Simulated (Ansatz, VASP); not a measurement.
# One calculation of Pb, two programs

File INCAR:

```
SYSTEM = Pb
ALGO = Fast
EDIFF = 1E-7
ENCUT = 520
GGA = PE
ISIF = 2
ISMEAR = 0
LASPH = .True.
LCHARG = .False.
LREAL = .False.
LWAVE = .False.
NBANDS = 13
NELM = 100
PREC = Accurate
SIGMA = 0.023
```

The input KPOINTS:

```
k-points
0
Gamma
  9 9 9
  0 0 0
```

The input POSCAR:

```
Pb
1.0
    0.0000000000      2.4750200000      2.4750200000
    2.4750200000      0.0000000000      2.4750200000
    2.4750200000      2.4750200000      0.0000000000
Pb
1
Direct
    0.0000000000      0.0000000000      0.0000000000
```

The input input.yaml:

```yaml
crystal:
  lattice:
    - [0.0, 2.47502, 2.47502]
    - [2.47502, 0.0, 2.47502]
    - [2.47502, 2.47502, 0.0]
  atoms:
    - { symbol: Pb, position: [0.0, 0.0, 0.0] }
kpoints:
  mp_grid: { grid: [9, 9, 9] }
scf:
  occupations: { method: gaussian, width: 0.023 }
hamiltonian:
  xc: pbe
  pseudopotentials: { kind: all_electron, lapw: { basis_error: 0.001 } }
output:
  forces: true
  stress: true
  eigenvalues: true
```

Alike in both runs: task single point; functional PBE; k mesh 9 × 9 × 9; occupations gaussian, width 0.023 eV; no spin polarisation.

|  | VASP | Ansatz |
| --- | --- | --- |
| version | VASP 6.6.1 | Ansatz 0.2.0 |
| potentials or method | VASP PAW PBE potentials, release 64 (Pb_d), cutoff 520 eV | all-electron LAPW, scalar-relativistic |

Ansatz gave:

* gap on the k mesh at the Fermi level (eV): none
* pressure (GPa): 2.3

**Question.** Which values does VASP return?

**Answer.** gap on the k mesh at the Fermi level (eV): none; pressure (GPa): 2.2.

A gap of «none» marks a metal or a gap that the smearing closes. Ansatz ran all-electron here, and VASP with PAW potentials.

Spin-orbit coupling is off throughout.
